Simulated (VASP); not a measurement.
# Si2GeP3 (P6/mmm) in VASP: further runs

The runs below take Si2GeP3 through single point, with PBE.

All numbers are computed with VASP 6.6.1; they aren't measurements. Logs are shortened: lines on timing, memory, paths and dates and some standing lists are left out, and cuts for length are marked.

### 1 The cell of the first run

It takes space group P6/mmm (No. 191, hexagonal). Conventional cell: a = 5.721 Å, b = 5.721 Å, c = 3.589 Å, α = 90.00°, β = 90.00°, γ = 120.00°. Si (site symmetry -6m2) has 6 P at 2.44 Å within 3.2 Å. Within 4.3 Å of Ge (site symmetry 6/mmm) lie 6 Si at 3.30 Å and 12 P at 3.38 Å and 2 Ge at 3.59 Å. P (site symmetry mmm) has 4 Si at 2.44 Å and 4 P at 2.86 Å within 3.2 Å.

### 2 Single point, PBE

File INCAR:

```
ALGO     = Normal         # electronic algorithm
EDIFF    = 1E-6           # SCF threshold, eV
ENCUT    = 520            # plane-wave cutoff, eV
GGA      = PE             # functional
ISIF     = 2              # what is computed and relaxed
ISMEAR   = 0              # smearing method
LASPH    = T              # aspherical terms in the spheres
LCHARG   = F              # write CHGCAR
LREAL    = F              # projectors in reciprocal space
LWAVE    = F              # write WAVECAR
NBANDS   = 28             # bands
NELM     = 60             # most SCF steps
PREC     = Accurate       # precision mode
SIGMA    = 0.1            # smearing width, eV
```

File KPOINTS:

```
k-points
0
Gamma
  6 6 6
```

File POSCAR:

```
Si2GeP3
1.0
    5.7211230400      0.0000000000      0.0000000000
   -2.8605615200      4.9546378900      0.0000000000
    0.0000000000      0.0000000000      3.5887043400
Si Ge P
2 1 3
Direct
    0.3333333300      0.6666666700      0.0000000000
    0.6666666700      0.3333333300      0.0000000000
    0.0000000000      0.0000000000      0.0000000000
    0.5000000000      0.0000000000      0.5000000000
    0.5000000000      0.5000000000      0.5000000000
    0.0000000000      0.5000000000      0.5000000000
```

Potentials or basis: VASP PAW PBE potentials, release 64 (Si, Ge_d, P).

Command:

```
$ cat potpaw_PBE.64/Si/POTCAR potpaw_PBE.64/Ge_d/POTCAR potpaw_PBE.64/P/POTCAR > POTCAR
$ mpirun -np 1 vasp_std > vasp.out
```

OUTCAR:

```text
EDIFF = 1E-6
   ENCUT = 520
   GGA = PE
   ISIF = 2
   ISMEAR = 0
   LASPH = T
   LREAL = F
   NELM = 60
   PREC = Accurate

 ion  position               nearest neighbor table
   1  0.333  0.667  0.000-   4 2.44   4 2.44   6 2.44   6 2.44   5 2.44   5 2.44
   2  0.667  0.333  0.000-   4 2.44   4 2.44   6 2.44   6 2.44   5 2.44   5 2.44
   3  0.000  0.000  0.000-
   4  0.500  0.000  0.500-   1 2.44   2 2.44   1 2.44   2 2.44   5 2.86   6 2.86   5 2.86   6 2.86

   5  0.500  0.500  0.500-   1 2.44   2 2.44   1 2.44   2 2.44   4 2.86   4 2.86   6 2.86   6 2.86

   6  0.000  0.500  0.500-   1 2.44   2 2.44   1 2.44   2 2.44   4 2.86   4 2.86   5 2.86   5 2.86

  LATTYP: Found a hexagonal cell.
 ALAT       =     5.7211230400
 C/A-ratio  =     0.6272727076

  Lattice vectors:

 A1 = (   5.7211230400,   0.0000000000,   0.0000000000)
 A2 = (  -2.8605615200,   4.9546378900,   0.0000000000)
 A3 = (   0.0000000000,   0.0000000000,   3.5887043400)

Analysis of symmetry for initial positions (statically):
=====================================================================
 Subroutine PRICEL returns:
 Original cell was already a primitive cell.

 Routine SETGRP: Setting up the symmetry group for a
 hexagonal supercell.

 Subroutine GETGRP returns: Found 24 space group operations
 (whereof 24 operations were pure point group operations)
 out of a pool of 24 trial point group operations.

The static configuration has the point symmetry D_6h.

Analysis of symmetry for dynamics (positions and initial velocities):
=====================================================================
 Subroutine PRICEL returns:
 Original cell was already a primitive cell.

 Routine SETGRP: Setting up the symmetry group for a
 hexagonal supercell.

 Subroutine GETGRP returns: Found 24 space group operations
 (whereof 24 operations were pure point group operations)
 out of a pool of 24 trial point group operations.

The dynamic configuration has the point symmetry D_6h.

 Subroutine INISYM returns: Found 24 space group operations
 (whereof 24 operations are pure point group operations),
 and found     1 'primitive' translations

----------------------------------------------------------------------------------------

                                     Primitive cell

  volume of cell :     101.7257

  direct lattice vectors                    reciprocal lattice vectors
     5.721123040  0.000000000  0.000000000     0.174790857  0.100915548  0.000000000
    -2.860561520  4.954637890  0.000000000     0.000000000  0.201831097  0.000000000
     0.000000000  0.000000000  3.588704340     0.000000000  0.000000000  0.278652100

  length of vectors
     5.721123040  5.721123039  3.588704340     0.201831097  0.201831097  0.278652100

  position of ions in fractional coordinates (direct lattice)
     0.333333330  0.666666670  0.000000000
     0.666666670  0.333333330  0.000000000
     0.000000000  0.000000000  0.000000000
     0.500000000  0.000000000  0.500000000
     0.500000000  0.500000000  0.500000000
     0.000000000  0.500000000  0.500000000

  ion indices of the primitive-cell ions
   primitive index   ion index
                 1           1
                 2           2
                 3           3
                 4           4
                 5           5
                 6           6

----------------------------------------------------------------------------------------

 KPOINTS: k-points

Automatic generation of k-mesh.
 Grid dimensions read from file:
 generate k-points for:    6    6    6

 Generating k-lattice:

  Cartesian coordinates                     Fractional coordinates (reciprocal lattice)
     0.029131810  0.016819258  0.000000000     0.166666667  0.000000000  0.000000000
     0.000000000  0.033638516  0.000000000     0.000000000  0.166666667  0.000000000
     0.000000000  0.000000000  0.046442017     0.000000000  0.000000000  0.166666667

  Length of vectors
     0.033638516  0.033638516  0.046442017

  Shift w.r.t. Gamma in fractional coordinates (k-lattice)
     0.000000000  0.000000000  0.000000000

 Subroutine IBZKPT returns following result:
 ===========================================

 Found     28 irreducible k-points:

 Following reciprocal coordinates:
            Coordinates               Weight
  0.000000  0.000000  0.000000      1.000000
  0.166667  0.000000  0.000000      6.000000
  0.333333  0.000000  0.000000      6.000000
  0.500000  0.000000  0.000000      3.000000
  0.166667  0.166667  0.000000      6.000000
  0.333333  0.166667  0.000000     12.000000
[... 16 lines left out ...]
  0.166667  0.000000  0.500000      6.000000
  0.333333  0.000000  0.500000      6.000000
 [... further k-points ...]
   k-points           NKPTS =     28   k-points in BZ     NKDIM =     28   number of bands    NBANDS=     28
   number of dos      NEDOS =    301   number of ions     NIONS =      6
   total plane-waves  NPLWV =  64512
   dimension x,y,z NGX =    48 NGY =   48 NGZ =   28
   dimension x,y,z NGXF=    96 NGYF=   96 NGZF=   56
   ions per type =               2   1   3
   NGX,Y,Z   is equivalent  to a cutoff of  13.95, 13.95, 12.97 a.u.
   NGXF,Y,Z  is equivalent  to a cutoff of  27.90, 27.90, 25.94 a.u.
 SYSTEM =  unknown system
   PREC   = accura    normal or accurate (medium, high low for compatibility)
   ISTART =      0    job   : 0-new  1-cont  2-samecut
   ICHARG =      2    charge: 1-file 2-atom 10-const
   ISPIN  =      1    spin polarized calculation?
   LNONCOLLINEAR =      F non collinear calculations
   LSORBIT =      F    spin-orbit coupling
   LASPH  =      T    aspherical Exc in radial PAW
   ENCUT  =  520.0 eV  38.22 Ry    6.18 a.u.  10.64 10.64  6.67*2*pi/ulx,y,z
   NELM   =     60;   NELMIN=  2; NELMDL= -5     # of ELM steps
   EDIFF  = 0.1E-05   stopping-criterion for ELM
   LREAL  =      F    real-space projection
   EDIFFG = 0.1E-04   stopping-criterion for IOM
   NSW    =      0    number of steps for IOM
   IBRION =     -1    ionic relax: 0-MD 1-quasi-New 2-CG
   NFREE  =      0    steps in history (QN), initial steepest desc. (CG)
   ISIF   =      2    stress and relaxation
   ISYM   =      2    0-nonsym 1-usesym 2-fastsym
   POTIM  = 0.5000    time-step for ionic-motion
   TEBEG  =    0.0;   TEEND  =   0.0 temperature during run
   PSTRESS=    0.0 pullay stress
   NELECT =      37.0000    total number of electrons
   NUPDOWN=      -1.0000    fix difference up-down
   EMIN   =  10.00;   EMAX   =-10.00  energy-range for DOS
   EFERMI =   0.00;   METHOD = LEGACY
   ISMEAR =     0;   SIGMA  =   0.10  broadening in eV -4-tet -1-fermi 0-gaus
   EFERMI_NEDOS =   21; number of points for ismear=-14 and -15
   IALGO  =     38    algorithm
   IMIX   =      4    mixing-type and parameters
     AMIX     =   0.40;   BMIX     =  1.00
     AMIX_MAG =   1.60;   BMIX_MAG =  1.00
  volume/ion in A,a.u.               =      16.95       114.41
  Fermi-wavevector in a.u.,A,eV,Ry     =   1.168598  2.208330 18.580403  1.365621
  Thomas-Fermi vector in A             =   2.305082
   LORBIT       =      0    0 simple, 1 ext, 2 COOP (PROOUT), +10 PAW based schemes
   GGA     = PE    functional components
   LHFCALC =     F    Hartree Fock is set to
   AEXX    =    0.0000 exact exchange contribution
   IVDW    =     0    specifies the selected vdW correction
   LEPSILON=     F    determine dielectric tensor
   LRPA    =     F    only Hartree local field effects (RPA)
 non-spin polarized calculation
 Gauss-broadening in eV      SIGMA  =   0.10
  energy-cutoff  :      520.00
  volume of cell :      101.73
 maximum number of plane-waves:      2785
 NGX is ok and might be reduce to    48
   NGX = 21   NGY = 21   NGZ = 13

 number of electron      37.0000008 magnetization

 Free energy of the ion-electron system (eV)
  ---------------------------------------------------
  ext. energy  EPLUGINS =         0.00000000
  ---------------------------------------------------
  free energy    TOTEN  =       -27.76548114 eV

  energy without entropy =      -27.74262527  energy(sigma->0) =      -27.75405320

 E-fermi :   8.0291     XC(G=0): -10.7277

 val. band max:        8.0228670409   @ k =   0.5000   0.0000   0.5000
 cond. band min:       8.0462901923   @ k =   0.1667   0.0000   0.3333
 fundamental gap:      0.0234231514
 Fermi energy:         8.0291451667

 k-point     1 :       0.0000    0.0000    0.0000
  band No.  band energies     occupation
      1     -17.3002      2.00000
      2     -17.2862      2.00000
      3     -17.2862      2.00000
      4     -17.2822      2.00000
      5     -17.2822      2.00000
      6      -7.2038      2.00000
[... 20 lines left out ...]
     27      11.4410      0.00000
     28      13.3346      0.00000

 k-point     2 :       0.1667    0.0000    0.0000
  band No.  band energies     occupation
      1     -17.3002      2.00000
      2     -17.2862      2.00000
      3     -17.2862      2.00000
      4     -17.2822      2.00000
      5     -17.2822      2.00000
      6      -7.0725      2.00000
[... 20 lines left out ...]
     27      12.4572      0.00000
     28      13.8943      0.00000

 k-point     3 :       0.3333    0.0000    0.0000
  band No.  band energies     occupation
      1     -17.3001      2.00000
      2     -17.2862      2.00000
      3     -17.2862      2.00000
      4     -17.2822      2.00000
      5     -17.2821      2.00000
      6      -6.7027      2.00000
[... 20 lines left out ...]
     27      12.6474      0.00000
     28      14.0250      0.00000

 k-point     4 :       0.5000    0.0000    0.0000
  band No.  band energies     occupation
      1     -17.3001      2.00000
      2     -17.2862      2.00000
      3     -17.2862      2.00000
      4     -17.2822      2.00000
      5     -17.2820      2.00000
      6      -6.3498      2.00000
[... 20 lines left out ...]
     27      12.7300      0.00000
     28      13.0471      0.00000

 k-point     5 :       0.1667    0.1667    0.0000
  band No.  band energies     occupation
      1     -17.3002      2.00000
      2     -17.2862      2.00000
      3     -17.2862      2.00000
      4     -17.2822      2.00000
      5     -17.2821      2.00000
      6      -6.8184      2.00000
[... 20 lines left out ...]
     27      13.2785      0.00000
     28      14.2118      0.00000

 k-point     6 :       0.3333    0.1667    0.0000
  band No.  band energies     occupation
      1     -17.3001      2.00000
      2     -17.2862      2.00000
      3     -17.2862      2.00000
      4     -17.2822      2.00000
      5     -17.2820      2.00000
      6      -6.3743      2.00000
[... 463 lines left out ...]
      5     -17.2817      2.00000
      6      -4.8645      2.00000
[... 20 lines left out ...]
     27      12.7256      0.00000
     28      13.9358      0.00000

 k-point    22 :       0.0000    0.0000    0.5000
  band No.  band energies     occupation
      1     -17.2906      2.00000
      2     -17.2906      2.00000
      3     -17.2859      2.00000
      4     -17.2817      2.00000
      5     -17.2817      2.00000
      6      -5.4190      2.00000
[... 20 lines left out ...]
     27      15.2405      0.00000
     28      15.2417      0.00000

 k-point    23 :       0.1667    0.0000    0.5000
  band No.  band energies     occupation
      1     -17.2907      2.00000
      2     -17.2906      2.00000
      3     -17.2859      2.00000
      4     -17.2817      2.00000
      5     -17.2816      2.00000
      6      -5.2965      2.00000
[... 20 lines left out ...]
     27      14.8753      0.00000
     28      15.4681      0.00000

 k-point    24 :       0.3333    0.0000    0.5000
  band No.  band energies     occupation
      1     -17.2907      2.00000
      2     -17.2906      2.00000
      3     -17.2859      2.00000
      4     -17.2817      2.00000
      5     -17.2816      2.00000
      6      -4.9543      2.00000
[... 20 lines left out ...]
     27      14.8644      0.00000
     28      15.1908      0.00000

 [... further k-points ...]
[... 5 lines left out ...]
  --------------------------------------------------------------------------------------
  -------------------------------------------------------------------------------------
  Total        2.4202282      2.4202282     -3.6894489      0.0000000     -0.0000000     -0.0000000
  in kB       38.1185182     38.1185182    -58.1087053      0.0000000     -0.0000000     -0.0000000
  external PRESSURE =       6.0427770 kB  Pullay stress =       0.0000000 kB

 VOLUME and BASIS-vectors are now :
 -----------------------------------------------------------------------------
  energy-cutoff  :      520.00
  volume of cell :      101.73
      direct lattice vectors                 reciprocal lattice vectors
     5.721123040  0.000000000  0.000000000     0.174790857  0.100915548  0.000000000
    -2.860561520  4.954637890  0.000000000     0.000000000  0.201831097  0.000000000
     0.000000000  0.000000000  3.588704340     0.000000000  0.000000000  0.278652100

 POSITION                                       TOTAL-FORCE (eV/Angst)
 -----------------------------------------------------------------------------------
     -0.00000      3.30309      0.00000        -0.000000      0.000000      0.000000
      2.86056      1.65155      0.00000         0.000000      0.000000      0.000000
      0.00000      0.00000      0.00000         0.000000     -0.000000      0.000000
      2.86056      0.00000      1.79435         0.000000     -0.000000      0.000000
      1.43028      2.47732      1.79435         0.000000     -0.000000      0.000000
     -1.43028      2.47732      1.79435         0.000000     -0.000000      0.000000
 -----------------------------------------------------------------------------------
    total drift:                               -0.000000     -0.000000     -0.000000

  FREE ENERGIE OF THE ION-ELECTRON SYSTEM (eV)
  ---------------------------------------------------
  free  energy   TOTEN  =       -27.7654811359 eV

  energy  without entropy=      -27.7426252669  energy(sigma->0) =      -27.75405320
```

It took 2 min on 1 thread of Oxide Virtual Turin-like, shared host; peak memory 0.24 GiB.

What came out:

```yaml
Free_energy: -27.7655 eV
Pressure: 0.6 GPa
```

Stress tensor (GPa, compression positive):
```
 3.81  0.00  0.00
 0.00  3.81  0.00
 0.00  0.00 -5.81
```

[end of part 1 of 2]
